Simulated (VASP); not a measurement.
# InAs (F-43m) in VASP: further runs

InAs is run at these levels: PBE, RPBE+D3(BJ); tasks: single point, relaxation of cell and atoms.

All numbers are computed with VASP 6.6.1; they aren't measurements. Logs are shortened: lines on timing, memory, paths and dates and some standing lists are left out, and cuts for length are marked.

## (1) The cell of the first run

Symmetry: F-43m, No. 216, cubic system. The conventional cell has a = 6.036 Å, b = 6.036 Å, c = 6.036 Å, α = 90.00°, β = 90.00°, γ = 90.00°. In (site symmetry -43m) has 4 As at 2.61 Å within 3.4 Å. As (site symmetry -43m) has 4 In at 2.61 Å within 3.4 Å.

## (2) Single point, PBE

INCAR reads:

```
PREC     = Accurate       # precision mode
ENCUT    = 520            # plane-wave cutoff, eV
EDIFF    = 1E-6           # SCF threshold, eV
ISMEAR   = 0              # smearing method
SIGMA    = 0.023          # smearing width, eV
LREAL    = F              # projectors in reciprocal space
LASPH    = T              # aspherical terms in the spheres
NELM     = 60             # most SCF steps
ALGO     = Normal         # electronic algorithm
ISIF     = 2              # what is computed and relaxed
LWAVE    = F              # write WAVECAR
LCHARG   = F              # write CHGCAR
GGA      = PE             # functional
NBANDS   = 16             # bands
```

KPOINTS reads:

```
regular mesh
0
Gamma
  8 8 8
```

POSCAR reads:

```
InAs
1.0
    0.0000000000      3.0180000000      3.0180000000
    3.0180000000      0.0000000000      3.0180000000
    3.0180000000      3.0180000000      0.0000000000
In As
1 1
Direct
    0.0000000000      0.0000000000      0.0000000000
    0.7500000000      0.7500000000      0.7500000000
```

Potentials or basis: VASP PAW PBE potentials, release 64 (In_d, As).

On the command line:

```bash
> cat potpaw_PBE.64/In_d/POTCAR potpaw_PBE.64/As/POTCAR > POTCAR
> mpirun -np 1 vasp_std > vasp.out
```

OUTCAR:

```text
PREC = Accurate
   ENCUT = 520
   EDIFF = 1E-6
   ISMEAR = 0
   LREAL = F
   LASPH = T
   NELM = 60
   ISIF = 2
   GGA = PE

 ion  position               nearest neighbor table
   1  0.000  0.000  0.000-   2 2.61   2 2.61   2 2.61   2 2.61
   2  0.750  0.750  0.750-   1 2.61   1 2.61   1 2.61   1 2.61

  LATTYP: Found a face centered cubic cell.
 ALAT       =     6.0360000000

  Lattice vectors:

 A1 = (   0.0000000000,   3.0180000000,   3.0180000000)
 A2 = (   3.0180000000,   0.0000000000,   3.0180000000)
 A3 = (   3.0180000000,   3.0180000000,   0.0000000000)

Analysis of symmetry for initial positions (statically):
=====================================================================
 Subroutine PRICEL returns:
 Original cell was already a primitive cell.

 Routine SETGRP: Setting up the symmetry group for a
 face centered cubic supercell.

 Subroutine GETGRP returns: Found 24 space group operations
 (whereof 24 operations were pure point group operations)
 out of a pool of 48 trial point group operations.

The static configuration has the point symmetry T_d .

Analysis of symmetry for dynamics (positions and initial velocities):
=====================================================================
 Subroutine PRICEL returns:
 Original cell was already a primitive cell.

 Routine SETGRP: Setting up the symmetry group for a
 face centered cubic supercell.

 Subroutine GETGRP returns: Found 24 space group operations
 (whereof 24 operations were pure point group operations)
 out of a pool of 48 trial point group operations.

The dynamic configuration has the point symmetry T_d .

 Subroutine INISYM returns: Found 24 space group operations
 (whereof 24 operations are pure point group operations),
 and found     1 'primitive' translations

----------------------------------------------------------------------------------------

                                     Primitive cell

  volume of cell :      54.9778

  direct lattice vectors                    reciprocal lattice vectors
     0.000000000  3.018000000  3.018000000    -0.165672631  0.165672631  0.165672631
     3.018000000  0.000000000  3.018000000     0.165672631 -0.165672631  0.165672631
     3.018000000  3.018000000  0.000000000     0.165672631  0.165672631 -0.165672631

  length of vectors
[... 74 lines left out ...]
   ISTART =      0    job   : 0-new  1-cont  2-samecut
   ICHARG =      2    charge: 1-file 2-atom 10-const
   ISPIN  =      1    spin polarized calculation?
   LNONCOLLINEAR =      F non collinear calculations
   LSORBIT =      F    spin-orbit coupling
   LASPH  =      T    aspherical Exc in radial PAW
   ENCUT  =  520.0 eV  38.22 Ry    6.18 a.u.   7.94  7.94  7.94*2*pi/ulx,y,z
   NELM   =     60;   NELMIN=  2; NELMDL= -5     # of ELM steps
   EDIFF  = 0.1E-05   stopping-criterion for ELM
   LREAL  =      F    real-space projection
   EDIFFG = 0.1E-04   stopping-criterion for IOM
   NSW    =      0    number of steps for IOM
   IBRION =     -1    ionic relax: 0-MD 1-quasi-New 2-CG
   NFREE  =      0    steps in history (QN), initial steepest desc. (CG)
   ISIF   =      2    stress and relaxation
   ISYM   =      2    0-nonsym 1-usesym 2-fastsym
   POTIM  = 0.5000    time-step for ionic-motion
   TEBEG  =    0.0;   TEEND  =   0.0 temperature during run
   PSTRESS=    0.0 pullay stress
   NELECT =      18.0000    total number of electrons
   NUPDOWN=      -1.0000    fix difference up-down
   EMIN   =  10.00;   EMAX   =-10.00  energy-range for DOS
   EFERMI =   0.00;   METHOD = LEGACY
   ISMEAR =     0;   SIGMA  =   0.02  broadening in eV -4-tet -1-fermi 0-gaus
   EFERMI_NEDOS =   21; number of points for ismear=-14 and -15
   IALGO  =     38    algorithm
   IMIX   =      4    mixing-type and parameters
     AMIX     =   0.40;   BMIX     =  1.00
     AMIX_MAG =   1.60;   BMIX_MAG =  1.00
  volume/ion in A,a.u.               =      27.49       185.50
  Fermi-wavevector in a.u.,A,eV,Ry     =   1.128331  2.132236 17.321990  1.273130
  Thomas-Fermi vector in A             =   2.265020
   LORBIT       =      0    0 simple, 1 ext, 2 COOP (PROOUT), +10 PAW based schemes
   GGA     = PE    functional components
   LHFCALC =     F    Hartree Fock is set to
   AEXX    =    0.0000 exact exchange contribution
   IVDW    =     0    specifies the selected vdW correction
   LEPSILON=     F    determine dielectric tensor
   LRPA    =     F    only Hartree local field effects (RPA)
 non-spin polarized calculation
 Gauss-broadening in eV      SIGMA  =   0.02
  energy-cutoff  :      520.00
  volume of cell :       54.98
 maximum number of plane-waves:      1494
   NGX = 15   NGY = 15   NGZ = 15

 number of electron      17.9999991 magnetization

 Free energy of the ion-electron system (eV)
  ---------------------------------------------------
  ext. energy  EPLUGINS =         0.00000000
  ---------------------------------------------------
  free energy    TOTEN  =        -7.66128200 eV

  energy without entropy =       -7.66121271  energy(sigma->0) =       -7.66124735

 E-fermi :   4.5708     XC(G=0):  -9.1170

 val. band max:        4.5637750411   @ k =   0.0000   0.0000   0.0000
 cond. band min:       5.5323312370   @ k =   0.5000   0.0000   0.0000
 fundamental gap:      0.9685561959
 Fermi energy:         4.5707800313

 k-point     1 :       0.0000    0.0000    0.0000
  band No.  band energies     occupation
      1      -9.8398      2.00000
      2      -9.8398      2.00000
      3      -9.8398      2.00000
      4      -9.7118      2.00000
      5      -9.7118      2.00000
      6      -7.3330      2.00000
[... 433 lines left out ...]
      3      -9.7852      2.00000
      4      -9.7169      2.00000
      5      -9.7041      2.00000
      6      -5.5769      2.00000
[... 8 lines left out ...]
     15      14.9909      0.00000
     16      15.7163      0.00000

 [... further k-points ...]
[... 5 lines left out ...]
  --------------------------------------------------------------------------------------
  -------------------------------------------------------------------------------------
  Total        1.4948260      1.4948260      1.4948260      0.0000000      0.0000000      0.0000000
  in kB       43.5625727     43.5625727     43.5625727      0.0000000      0.0000000      0.0000000
  external PRESSURE =      43.5625727 kB  Pullay stress =       0.0000000 kB

 VOLUME and BASIS-vectors are now :
 -----------------------------------------------------------------------------
  energy-cutoff  :      520.00
  volume of cell :       54.98
      direct lattice vectors                 reciprocal lattice vectors
     0.000000000  3.018000000  3.018000000    -0.165672631  0.165672631  0.165672631
     3.018000000  0.000000000  3.018000000     0.165672631 -0.165672631  0.165672631
     3.018000000  3.018000000  0.000000000     0.165672631  0.165672631 -0.165672631

 POSITION                                       TOTAL-FORCE (eV/Angst)
 -----------------------------------------------------------------------------------
      0.00000      0.00000      0.00000        -0.000000     -0.000000     -0.000000
      4.52700      4.52700      4.52700         0.000000      0.000000      0.000000
 -----------------------------------------------------------------------------------
    total drift:                                0.000000      0.000000      0.000000

  FREE ENERGIE OF THE ION-ELECTRON SYSTEM (eV)
  ---------------------------------------------------
  free  energy   TOTEN  =        -7.6612820027 eV

  energy  without entropy=       -7.6612127052  energy(sigma->0) =       -7.66124735
```

OSZICAR:

```text
N       E                     dE             d eps       ncg     rms          rms(c)
DAV:   1     0.114140075537E+03    0.11414E+03   -0.83030E+03   928   0.122E+03
DAV:   2     0.304387469432E-01   -0.11411E+03   -0.10920E+03  1032   0.300E+02
DAV:   3    -0.772744091454E+01   -0.77579E+01   -0.77227E+01  1160   0.763E+01
DAV:   4    -0.793152506382E+01   -0.20408E+00   -0.20403E+00  1200   0.134E+01
DAV:   5    -0.794012901671E+01   -0.86040E-02   -0.86038E-02  1344   0.238E+00    0.461E+00
DAV:   6    -0.768510220621E+01    0.25503E+00   -0.38059E-01  1440   0.104E+01    0.257E+00
DAV:   7    -0.765941723009E+01    0.25685E-01   -0.11792E-01  1320   0.305E+00    0.731E-01
DAV:   8    -0.766046214280E+01   -0.10449E-02   -0.13588E-02  1120   0.132E+00    0.206E-01
DAV:   9    -0.766106454226E+01   -0.60240E-03   -0.99445E-04  1184   0.261E-01    0.123E-01
DAV:  10    -0.766123488430E+01   -0.17034E-03   -0.20720E-04  1112   0.209E-01    0.653E-02
DAV:  11    -0.766128151963E+01   -0.46635E-04   -0.11476E-04  1080   0.125E-01    0.420E-02
DAV:  12    -0.766128200273E+01   -0.48310E-06   -0.67250E-06  1064   0.308E-02
   1 F= -.76612820E+01 E0= -.76612474E+01  d E =-.692975E-04
```

Wall time 17 s (1 thread of Intel Xeon Platinum 8488C (Sapphire Rapids), shared host); peak memory 0.18 GiB.

Results:

```
Free energy            : -7.6613 eV
Pressure               : 4.4 GPa
Band gap on the k mesh : zero (filled and empty bands touch)
```

Caveat: spin-orbit coupling is left out, which moves the levels of the heavy elements.

## (3) Single point, PBE

INCAR reads:

```
SYSTEM = InAs
PREC = Accurate
ENCUT = 520
EDIFF = 1E-7
ISMEAR = 0
SIGMA = 0.014
LREAL = .FALSE.
LASPH = .TRUE.
NELM = 100
ALGO = Normal
ISIF = 2
LWAVE = .FALSE.
LCHARG = .FALSE.
GGA = PE
NBANDS = 16
```

KPOINTS reads:

```
regular mesh
0
G
  8 8 8
  0 0 0
```

POSCAR is that of step 2.

Potentials or basis: VASP PAW PBE potentials, release 64 (In_d, As).

On the command line:

```bash
> cat potpaw_PBE.64/In_d/POTCAR potpaw_PBE.64/As/POTCAR > POTCAR
> mpirun -np 1 vasp_std > vasp.out
```

OUTCAR:

```text
SYSTEM = InAs
   PREC = Accurate
   ENCUT = 520
   EDIFF = 1E-7
   ISMEAR = 0
   LREAL = .FALSE.
   LASPH = .TRUE.
   NELM = 100
   ISIF = 2
   GGA = PE

 ion  position               nearest neighbor table
   1  0.000  0.000  0.000-   2 2.61   2 2.61   2 2.61   2 2.61
   2  0.750  0.750  0.750-   1 2.61   1 2.61   1 2.61   1 2.61

  LATTYP: Found a face centered cubic cell.
 ALAT       =     6.0360000000

  Lattice vectors:

 A1 = (   0.0000000000,   3.0180000000,   3.0180000000)
 A2 = (   3.0180000000,   0.0000000000,   3.0180000000)
 A3 = (   3.0180000000,   3.0180000000,   0.0000000000)
[... 624 lines left out ...]
      4      -9.7168      2.00000
      5      -9.7040      2.00000
      6      -5.5765      2.00000
[... 8 lines left out ...]
     15      14.9915      0.00000
     16      15.7168      0.00000

 [... further k-points ...]
[... 5 lines left out ...]
  --------------------------------------------------------------------------------------
  -------------------------------------------------------------------------------------
  Total        1.4979883      1.4979883      1.4979883      0.0000000      0.0000000      0.0000000
  in kB       43.6547305     43.6547305     43.6547305      0.0000000      0.0000000      0.0000000
  external PRESSURE =      43.6547305 kB  Pullay stress =       0.0000000 kB

 VOLUME and BASIS-vectors are now :
 -----------------------------------------------------------------------------
  energy-cutoff  :      520.00
  volume of cell :       54.98
      direct lattice vectors                 reciprocal lattice vectors
     0.000000000  3.018000000  3.018000000    -0.165672631  0.165672631  0.165672631
     3.018000000  0.000000000  3.018000000     0.165672631 -0.165672631  0.165672631
     3.018000000  3.018000000  0.000000000     0.165672631  0.165672631 -0.165672631

 POSITION                                       TOTAL-FORCE (eV/Angst)
 -----------------------------------------------------------------------------------
      0.00000      0.00000      0.00000        -0.000000     -0.000000     -0.000000
      4.52700      4.52700      4.52700         0.000000      0.000000      0.000000
 -----------------------------------------------------------------------------------
    total drift:                                0.000000      0.000000      0.000000

  FREE ENERGIE OF THE ION-ELECTRON SYSTEM (eV)
  ---------------------------------------------------
  free  energy   TOTEN  =        -7.6612551002 eV

  energy  without entropy=       -7.6612129191  energy(sigma->0) =       -7.66123401
```

Wall time 20 s (1 thread of Intel Xeon Platinum 8488C (Sapphire Rapids), shared host); peak memory 0.18 GiB.

What came out:

| Property | Result |
| --- | --- |
| Free energy | -7.6613 eV |
| Pressure | 4.4 GPa |
| Band gap on the k mesh | zero (filled and empty bands touch) |

Levels at points of the mesh, in eV from the Fermi level:
```tsv
k point	band 5	band 6	band 7	band 8	band 9	band 10	band 11	band 12	band 13	band 14
(0.00, 0.00, 0.00)	-14.28	-11.90	-0.17	0.00	0.00	0.00	3.91	3.91	3.91	7.52
(0.50, 0.00, 0.00)	-14.27	-10.41	-5.80	-1.00	-1.00	0.96	4.68	4.68	6.86	9.06
(0.50, 0.50, 0.00)	-14.26	-9.87	-5.87	-2.35	-2.35	1.53	2.06	9.22	9.31	9.31
```

Caveat: spin-orbit coupling is left out, which moves the levels of the heavy elements.

## (4) Relaxation of cell and atoms, RPBE+D3(BJ)

INCAR reads:

```
SYSTEM = InAs
PREC     = Accurate       ! precision mode
ENCUT    = 600            ! plane-wave cutoff, eV
EDIFF    = 1E-6           ! SCF threshold, eV
ISMEAR   = -1             ! smearing method
SIGMA    = 0.05           ! smearing width, eV
LREAL    = .False.        ! projectors in reciprocal space
LASPH    = .True.         ! aspherical terms in the spheres
NELM     = 80             ! most SCF steps
ALGO     = Normal         ! electronic algorithm
ISIF     = 3              ! what is computed and relaxed
LWAVE    = .False.        ! write WAVECAR
LCHARG   = .False.        ! write CHGCAR
GGA      = RP             ! functional
IVDW     = 12             ! dispersion correction
IBRION   = 2              ! ionic algorithm
NSW      = 80             ! ionic steps
EDIFFG   = -0.02          ! ionic threshold
```

KPOINTS reads:

```
Automatic mesh
0
Gamma
  8 8 8
  0 0 0
```

POSCAR is that of step 3.

Potentials or basis: VASP PAW PBE potentials, release 64 (In_d, As).

On the command line:

```bash
> cat potpaw_PBE.64/In_d/POTCAR potpaw_PBE.64/As/POTCAR > POTCAR
> mpirun -np 1 vasp_std > vasp.out
```

OUTCAR:

```text
SYSTEM = InAs
   PREC = Accurate
   ENCUT = 600
   EDIFF = 1E-6
   ISMEAR = -1
   LREAL = .False.
   LASPH = .True.
   NELM = 80
   ISIF = 3
   GGA = RP
   IVDW = 12
   IBRION = 2
   NSW = 80
   EDIFFG = -0.02
 IVDW          = 12

 ion  position               nearest neighbor table
   1  0.000  0.000  0.000-   2 2.61   2 2.61   2 2.61   2 2.61
   2  0.750  0.750  0.750-   1 2.61   1 2.61   1 2.61   1 2.61

  LATTYP: Found a face centered cubic cell.
 ALAT       =     6.0360000000

  Lattice vectors:

 A1 = (   0.0000000000,   3.0180000000,   3.0180000000)
 A2 = (   3.0180000000,   0.0000000000,   3.0180000000)
 A3 = (   3.0180000000,   3.0180000000,   0.0000000000)

Analysis of symmetry for initial positions (statically):
=====================================================================
 Subroutine PRICEL returns:
 Original cell was already a primitive cell.

[... 256 lines left out ...]
  free energy    TOTEN  =        -6.75811088 eV

  energy without entropy =       -6.75796389  energy(sigma->0) =       -6.75803739

 E-fermi :   5.5408     XC(G=0):  -9.2473

 val. band max:        5.3626409739   @ k =   0.0000   0.0000   0.0000
 cond. band min:       5.6562145581   @ k =   0.0000   0.0000   0.0000
 fundamental gap:      0.2935735843
 Fermi energy:         5.5408071212

 k-point     1 :       0.0000    0.0000    0.0000
  band No.  band energies     occupation
      1      -9.2179      2.00000
      2      -9.2179      2.00000
      3      -9.2179      2.00000
      4      -9.0615      2.00000
      5      -9.0615      2.00000
      6      -6.9401      2.00000
      7       5.3626      1.94487
      8       5.3626      1.94487
      9       5.3626      1.94487
     10       5.6562      0.18090
     11       9.3332      0.00000
     12       9.3332      0.00000
     13       9.3332      0.00000
[... 354 lines left out ...]
  band No.  band energies     occupation
      1      -9.3954      2.00000
      2      -9.1668      2.00000
      3      -9.1501      2.00000
      4      -9.0683      2.00000
      5      -9.0522      2.00000
      6      -4.9401      2.00000
      7      -0.5470      2.00000
      8       2.4043      2.00000
      9       3.5463      2.00000
     10       8.4361      0.00000
     11       9.4725      0.00000
     12      11.3891      0.00000
     13      12.7854      0.00000

 [... further k-points ...]

------------------------ aborting loop because EDIFF is reached ----------------------------------------

 Edisp (eV)   -3.26281

 E8    (eV) :    -2.1691
[... 25 lines left out ...]
  FREE ENERGIE OF THE ION-ELECTRON SYSTEM (eV)
  ---------------------------------------------------
  free  energy   TOTEN  =       -10.0209172204 eV

  energy  without entropy=      -10.0207702313  energy(sigma->0) =      -10.02084373

 reached required accuracy - stopping structural energy minimisation
```

CONTCAR:

```text
InAs
   1.00000000000000
     0.0000000000000000    2.9533997802050651    2.9533997802050651
     2.9533997802050651    0.0000000000000000    2.9533997802050651
     2.9533997802050651    2.9533997802050651   -0.0000000000000000
  In              As
     1     1
Direct
     0.0000000000000000    0.0000000000000000    0.0000000000000000
     0.7500000000000000    0.7500000000000000    0.7500000000000000

  0.00000000E+00  0.00000000E+00  0.00000000E+00
  0.00000000E+00  0.00000000E+00  0.00000000E+00
```

It took 51 s on 1 thread of Intel Xeon Platinum 8488C (Sapphire Rapids), shared host; peak memory 0.23 GiB.

Results:

```yaml
Free_energy: -10.0209 eV
Relaxed_volume: 25.76 Å³/atom
Relaxed_cell: a = 4.177 Å, b = 4.177 Å, c = 4.177 Å, α = 60.00°, β = 60.00°, γ = 60.00°
Space_group_after_relaxing_to_0.05_Å: F-43m (No. 216)
Energy_gained_by_relaxing: 22.0 meV/atom
Ionic_steps: 3
Pressure_after_relaxing: 0.0 GPa
Band_gap_on_the_k_mesh: 0.29 eV, direct
Dispersion_energy_per_atom: -1.631 eV
```

Step by step:
```
step  energy change (eV)  largest force (eV/Å)  pressure (GPa)  volume (Å³)
   1              0.0000                0.0000           -3.83        54.98
   2             -0.0326                0.0000            2.35        49.92
   3             -0.0440                0.0000           -0.01        51.52
```

Final structure:
```
CELL_PARAMETERS angstrom
0.00000 2.95340 2.95340
2.95340 0.00000 2.95340
2.95340 2.95340 0.00000
ATOMIC_POSITIONS crystal
In 0.00000 0.00000 0.00000
As 0.75000 0.75000 0.75000
```

Levels at points of the mesh, in eV from the valence-band top:
```tsv
k point	band 5	band 6	band 7	band 8	band 9	band 10	band 11	band 12	band 13
(0.00, 0.00, 0.00)	-14.42	-12.30	0.00	0.00	0.00	0.29	3.97	3.97	3.97
(0.50, 0.00, 0.00)	-14.41	-10.61	-6.10	-1.09	-1.09	1.21	4.75	4.75	7.07
(0.50, 0.50, 0.00)	-14.40	-9.99	-6.12	-2.56	-2.56	1.53	2.14	9.79	9.83
```

Caveat: the PAW data sets were made with another functional, which shifts forces and pressure a little; spin-orbit coupling is left out, which moves the levels of the heavy elements.

## (5) Overview

```tsv
task	level	cell	cutoff (eV)	smearing	gap on the mesh (eV)	pressure (GPa)
single point	PBE	as given	520	gaussian 0.023 eV	none	4.4
single point	PBE	as given	520	gaussian 0.014 eV	none	4.4
relaxation of cell and atoms	RPBE+D3(BJ)	relaxed	600	fermi-dirac 0.05 eV	0.29	0.0
```

Alike in all rows: potentials or basis VASP PAW PBE potentials, release 64 (In_d, As); no spin polarisation; k mesh 8 × 8 × 8.

Caveats: spin-orbit coupling is left out, which moves the levels of the heavy elements; the PAW data sets were made with another functional, which shifts forces and pressure a little (some runs).

Absolute energies hang on the potentials; compare differences alone.
